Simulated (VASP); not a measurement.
Write the native input for VASP 6.6.1 that does the following.

- Task: electric field gradients
- Functional: PBE
- Potentials or basis: VASP PAW PBE potentials, release 64 (Zn, S)
- Cutoff: 520 eV
- k mesh: 8 × 8 × 2
- Occupations: fermi-dirac, width 0.02 eV
- Spin: no spin polarisation
- Dipole correction: no
- Further INCAR settings: LREAL = Auto; ALGO = Normal; EDIFF = 1e-08; NBANDS = 86

The structure of ZnS lies in POSCAR:

```
ZnS
1.0
    3.8551607577      0.0000000000      0.0000000000
   -1.9275803788      3.3386671519      0.0000000000
    0.0000000000      0.0000000000     25.2438133436
Zn S
8 8
Direct
    0.3333333333      0.6666666667      0.1251184100
    0.0000000000      0.0000000000      0.0001589700
    0.6666666667      0.3333333333      0.6250474700
    0.6666666667      0.3333333333      0.8751387000
    0.0000000000      0.0000000000      0.7500222700
    0.3333333333      0.6666666667      0.5000781600
    0.0000000000      0.0000000000      0.3750879400
    0.6666666667      0.3333333333      0.2501284900
    0.6666666667      0.3333333333      0.3437219900
    0.6666666667      0.3333333333      0.7185811600
    0.3333333333      0.6666666667      0.2187340500
    0.0000000000      0.0000000000      0.8436723900
    0.6666666667      0.3333333333      0.9688127500
    0.0000000000      0.0000000000      0.0937260600
    0.3333333333      0.6666666667      0.5936859800
    0.0000000000      0.0000000000      0.4686862100
```

One way to write it, as run:

INCAR

```
PREC     = Accurate       # precision mode
ENCUT    = 520            # plane-wave cutoff, eV
EDIFF    = 1E-8           # SCF threshold, eV
ISMEAR   = -1             # smearing method
SIGMA    = 0.02           # smearing width, eV
LREAL    = Auto         
LASPH    = T              # aspherical terms in the spheres
NELM     = 100            # most SCF steps
ALGO     = Normal         # electronic algorithm
ISIF     = 2              # what is computed and relaxed
LWAVE    = F              # write WAVECAR
LCHARG   = F              # write CHGCAR
GGA      = PE             # functional
LEFG     = T            
NBANDS   = 86             # bands
```

KPOINTS

```
Automatic mesh
0
Gamma
  8 8 2
```

Potentials or basis: VASP PAW PBE potentials, release 64 (Zn, S).

The run is started by

```sh
$ cat potpaw_PBE.64/Zn/POTCAR potpaw_PBE.64/S/POTCAR > POTCAR
$ mpirun -np 1 vasp_std > vasp.out
```

Results of the run:

The pressure is -0.3 GPa and the largest force is 0.015 eV/Å. The band gap on the k mesh is 2.00 eV and the largest electric field gradient by atom is Zn +0.1, +0.4, -0.1, -0.5, -0.8, +0.0, -0.0 (each value once); S +0.8, +1.3, +0.9, +2.9, +2.3 (each value once) V/Å².

Caveat: without QUAD_EFG the Cq values of the log hold for a quadrupole moment of 1 mb, not for the nuclei.

Run time: 41 min on 1 thread of Oxide Virtual Turin-like Processor, on a shared host, peak memory 0.6 GiB.
